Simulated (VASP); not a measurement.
Input of a VASP 6.6.1 run:

The input INCAR:

```
SYSTEM = NbTe
PREC     = Accurate       ! precision mode
ENCUT    = 600            ! plane-wave cutoff, eV
EDIFF    = 1E-8           ! SCF threshold, eV
ISMEAR   = -1             ! smearing method
SIGMA    = 0.05           ! smearing width, eV
LREAL    = .FALSE.        ! projectors in reciprocal space
LASPH    = .TRUE.         ! aspherical terms in the spheres
NELM     = 80             ! most SCF steps
ALGO     = Normal         ! electronic algorithm
ISIF     = 3              ! what is computed and relaxed
LWAVE    = .FALSE.        ! write WAVECAR
LCHARG   = .FALSE.        ! write CHGCAR
GGA      = PS             ! functional
IBRION   = 6              ! ionic algorithm
NFREE    = 2            
POTIM    = 0.015          ! step
NSW      = 1              ! ionic steps
```

File KPOINTS:

```
Automatic mesh
0
G
  6 6 5
  0 0 0
```

Contents of POSCAR:

```
NbTe
1.0
    3.7029743866      0.0000000000      0.0000000000
   -1.8514871933      3.2068698884      0.0000000000
    0.0000000000      0.0000000000      3.6942110000
Te Nb
1 1
Direct
    0.6666666667      0.3333333333      0.0000000000
    0.0000000000      0.0000000000      0.5000000000
```

Potentials or basis: VASP PAW PBE potentials, release 64 (Te, Nb_sv).

Launch:

```console
$ cat potpaw_PBE.64/Te/POTCAR potpaw_PBE.64/Nb_sv/POTCAR > POTCAR
$ mpirun -np 1 vasp_std > vasp.out
```

(1) What does it give for the Voigt bulk modulus?

(2) Estimate the highest phonon frequency at Γ, LO-TO splitting left out.

## Answers

(1) 116 GPa.

(2) 219 cm⁻¹.

Caveat: the cell is under stress, which shifts elastic constants; the PAW data sets were made with another functional, which shifts forces and pressure a little.
